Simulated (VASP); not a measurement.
A run of VASP 6.6.1 is set up as follows.

File INCAR:

```
  PREC = Accurate
  ENCUT = 520
  EDIFF = 1E-6
  ISMEAR = 0
  SIGMA = 0.1
  LREAL = F
  LASPH = T
  NELM = 80
  ALGO = Normal
  ISIF = 2
  LWAVE = F
  LCHARG = T
  GGA = PE
  LELF = T
  LVHAR = T
  NBANDS = 34
```

The input KPOINTS:

```
Automatic mesh
0
Gamma
  6 10 6
```

POSCAR

```
TaH
1.0
    4.9239532562      0.0000000000      0.0000000000
    0.0000000000      3.4083408274      0.0000000000
    0.0000000000      0.0000000000      4.9234213932
Ta H
4 4
Direct
    0.7440719650      0.2500000000      0.4958355045
    0.2559280350      0.7500000000      0.5041644955
    0.7559280350      0.7500000000      0.9958355045
    0.2440719650      0.2500000000      0.0041644955
    0.6163863651      0.2500000000      0.8701864756
    0.3836136349      0.7500000000      0.1298135244
    0.8836136349      0.7500000000      0.3701864756
    0.1163863651      0.2500000000      0.6298135244
```

Potentials or basis: VASP PAW PBE potentials, release 64 (Ta_pv, H).

Run with:

```bash
$ cat potpaw_PBE.64/Ta_pv/POTCAR potpaw_PBE.64/H/POTCAR > POTCAR
$ mpirun -np 1 vasp_std > vasp.out
```

Problem. What does it give for the largest force?

Solution. 0.019 eV/Å.

Problem. Estimate the pressure.

Solution. 0.1 GPa.

Problem. Estimate the band gap on the k mesh.

Solution. Zero (bands 24 and 25 overlap by 0.82 eV).

Forces in eV/Å, atoms in the order of the input:
```
Ta  -0.019  0.000 -0.002
Ta   0.019  0.000  0.002
Ta   0.019  0.000 -0.002
Ta  -0.019  0.000  0.002
H    0.000  0.000 -0.005
H    0.000  0.000  0.005
H    0.000  0.000 -0.005
H    0.000  0.000  0.005
```

Caveat: spin-orbit coupling is left out, which moves the levels of the heavy elements.
